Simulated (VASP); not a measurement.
Input of a VASP 6.6.1 run:

INCAR

```
PREC     = Accurate       # precision mode
ENCUT    = 520            # plane-wave cutoff, eV
EDIFF    = 1E-7           # SCF threshold, eV
ISMEAR   = -1             # smearing method
SIGMA    = 0.1            # smearing width, eV
LREAL    = False          # projectors in reciprocal space
LASPH    = True           # aspherical terms in the spheres
NELM     = 80             # most SCF steps
ALGO     = Normal         # electronic algorithm
ISIF     = 2              # what is computed and relaxed
LWAVE    = False          # write WAVECAR
LCHARG   = False          # write CHGCAR
LDIPOL   = True         
IDIPOL   = 3            
DIPOL    = 0.5 0.5 0.500
GGA      = CA             # functional
NBANDS   = 33             # bands
```

Contents of KPOINTS:

```
Automatic mesh
0
Gamma
  13 13 1
```

The input POSCAR:

```
Pt
1.0
    2.7543088548      0.0000000000      0.0000000000
    0.0000000000      2.7543088548      0.0000000000
    0.0000000000      0.0000000000     23.7904000000
Pt
5
Direct
    0.0000000000      0.0000000000      0.3362708936
    0.5000000000      0.5000000000      0.4181354465
    0.0000000000      0.0000000000      0.5000000000
    0.5000000000      0.5000000000      0.5818645535
    0.0000000000      0.0000000000      0.6637291064
```

Potentials or basis: VASP PAW LDA potentials, release 64 (Pt).

Launch:

```bash
$ cat potpaw_LDA.64/Pt/POTCAR > POTCAR
$ mpirun -np 1 vasp_std > vasp.out
```

(1) What does it give for the largest force?

(2) Predict the band gap on the k mesh.

Results:

(1) 0.378 eV/Å.

(2) zero (band 25 reaches 2.08 eV, above the bottom of band 26 at 0.59 eV).

Caveat: spin-orbit coupling is left out, which moves the levels of the heavy elements.
